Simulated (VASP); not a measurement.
Write the native input for VASP 6.6.1 that does the following.

| Item | Value |
| --- | --- |
| Task | single point |
| Functional | PBE |
| Potentials or basis | VASP PAW PBE potentials, release 64 (La) |
| Cutoff | 520 eV |
| k mesh | 9 × 9 × 9 |
| Occupations | fermi-dirac, width 0.05 eV |
| Spin | no spin polarisation |
| Dipole correction | no |
| Further INCAR settings | ALGO = Normal; EDIFF = 1e-07; NBANDS = 18 |

The structure of La lies in POSCAR:

```
La
1.0
    0.0000000000      2.9357887266      2.9357887266
    2.9357887266      0.0000000000      2.9357887266
    2.9357887266      2.9357887266      0.0000000000
La
2
Direct
   -0.1250000000     -0.1250000000     -0.1250000000
    0.1250000000      0.1250000000      0.1250000000
```

This isn't the form of La at room conditions, which is double hcp.

These files were run (other wordings do the same):

INCAR

```
SYSTEM = La
PREC     = Accurate       ! precision mode
ENCUT    = 520            ! plane-wave cutoff, eV
EDIFF    = 1E-7           ! SCF threshold, eV
ISMEAR   = -1             ! smearing method
SIGMA    = 0.05           ! smearing width, eV
LREAL    = .False.        ! projectors in reciprocal space
LASPH    = .True.         ! aspherical terms in the spheres
NELM     = 60             ! most SCF steps
ALGO     = Normal         ! electronic algorithm
ISIF     = 2              ! what is computed and relaxed
LWAVE    = .False.        ! write WAVECAR
LCHARG   = .True.         ! write CHGCAR
GGA      = PE             ! functional
LELF     = .True.         ! ELF
LVHAR    = .True.       
NBANDS   = 18             ! bands
```

KPOINTS

```
Automatic mesh
0
Gamma
  9 9 9
  0 0 0
```

Potentials or basis: VASP PAW PBE potentials, release 64 (La).

Command:

```sh
$ cat potpaw_PBE.64/La/POTCAR > POTCAR
$ mpirun -np 1 vasp_std > vasp.out
```

It gave:

```json
{
  "Pressure": "47.6 GPa",
  "Band gap on the k mesh": "zero (filled and empty bands touch)"
}
```

Caveat: the cell stands under pressure; spin-orbit coupling is left out, which moves the levels of the heavy elements.

It took 60 s on 1 thread of Intel Xeon 8259CL (shared host), peak memory 0.19 GiB.
